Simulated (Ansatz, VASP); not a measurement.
**BSb2As3 in VASP and in Ansatz**

```xyz
6
Lattice="4.8046 0.0000 0.0000 -2.4023 4.1609 0.0000 0.0000 0.0000 7.4267" Properties=species:S:1:pos:R:3 pbc="T T T"
B     0.0000    0.0000    3.7133
Sb    0.0000    0.0000    1.6184
Sb    0.0000    0.0000    5.8083
As    2.4023    0.0000    3.7133
As   -1.2012    2.0805    3.7133
As    1.2012    2.0805    3.7133
```

Alike in both runs: task single point; functional PBE; k mesh 6 × 6 × 4; occupations gaussian, width 0.1 eV; no spin polarisation.

|  | VASP | Ansatz |
| --- | --- | --- |
| version | VASP 6.6.1 | Ansatz 0.2.0 |
| potentials or method | VASP PAW PBE potentials, release 64 (B, Sb, As), cutoff 520 eV | scalar-relativistic, plane waves, PAW |
| valence electrons in the cell | 28 | 78 |

```csv
,VASP,Ansatz,Ansatz less VASP
gap on the k mesh at the Fermi level (eV),none,none,-
pressure (GPa),19.5,19.0,-0.50
"traceless stress, the component that is largest in VASP (GPa)",-7.53,-7.60,-0.069
rms of the force components (eV/Å),0.676,0.636,-0.0406
```

Atom by atom the forces differ by 0.041 eV/Å (rms over components). A gap of «none» marks a metal or a gap that the smearing closes. VASP's potentials hold 28 valence electrons a cell and Ansatz's 78, so a difference there can come from the potentials and not from the codes.

Spin-orbit coupling is off throughout.
